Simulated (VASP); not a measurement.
Set up this calculation in VASP 6.6.1, as the native input.

| Property | Result |
| --- | --- |
| Task | single point |
| Functional | PBE |
| Dispersion | D3(BJ) |
| Potentials or basis | VASP PAW PBE potentials, release 64 (Zr_sv, N) |
| Cutoff | 600 eV |
| k mesh | 8 × 8 × 8 |
| Occupations | gaussian, width 0.05 eV |
| Spin | no spin polarisation |
| Dipole correction | no |
| Further INCAR settings | ALGO = Normal; EDIFF = 1e-06; NBANDS = 16 |

The structure of ZrN lies in POSCAR:

```
ZrN
1.0
    0.0000000000      2.3101512411      2.3101512411
    2.3101512411      0.0000000000      2.3101512411
    2.3101512411      2.3101512411      0.0000000000
Zr N
1 1
Direct
    0.5000000000      0.5000000000      0.5000000000
    0.0000000000      0.0000000000      0.0000000000
```

This cell differs from its parent crystal: volume scaled by 1.04.

These files were run (other wordings do the same):

INCAR

```
SYSTEM = ZrN
ALGO     = Normal         ! electronic algorithm
EDIFF    = 1E-6           ! SCF threshold, eV
ENCUT    = 600            ! plane-wave cutoff, eV
GGA      = PE             ! functional
GGA_COMPAT= .FALSE.      
ISIF     = 2              ! what is computed and relaxed
ISMEAR   = 0              ! smearing method
IVDW     = 12             ! dispersion correction
LASPH    = .TRUE.         ! aspherical terms in the spheres
LCHARG   = .FALSE.        ! write CHGCAR
LREAL    = .FALSE.        ! projectors in reciprocal space
LWAVE    = .FALSE.        ! write WAVECAR
NBANDS   = 16             ! bands
NELM     = 120            ! most SCF steps
PREC     = Accurate       ! precision mode
SIGMA    = 0.05           ! smearing width, eV
```

KPOINTS

```
k-points
0
G
  8 8 8
  0 0 0
```

Potentials or basis: VASP PAW PBE potentials, release 64 (Zr_sv, N).

Command:

```console
$ cat potpaw_PBE.64/Zr_sv/POTCAR potpaw_PBE.64/N/POTCAR > POTCAR
$ mpirun -np 1 vasp_std > vasp.out
```

Results of the run:

* Pressure: -9.3 GPa
* Dispersion energy per atom: -0.416 eV

Caveat: pairwise dispersion overbinds metals, which lowers pressure and volume.

It took 8.7 s on 1 thread of Intel(R) Xeon(R) 6975P-C (Granite Rapids) (shared host), peak memory 0.17 GiB.
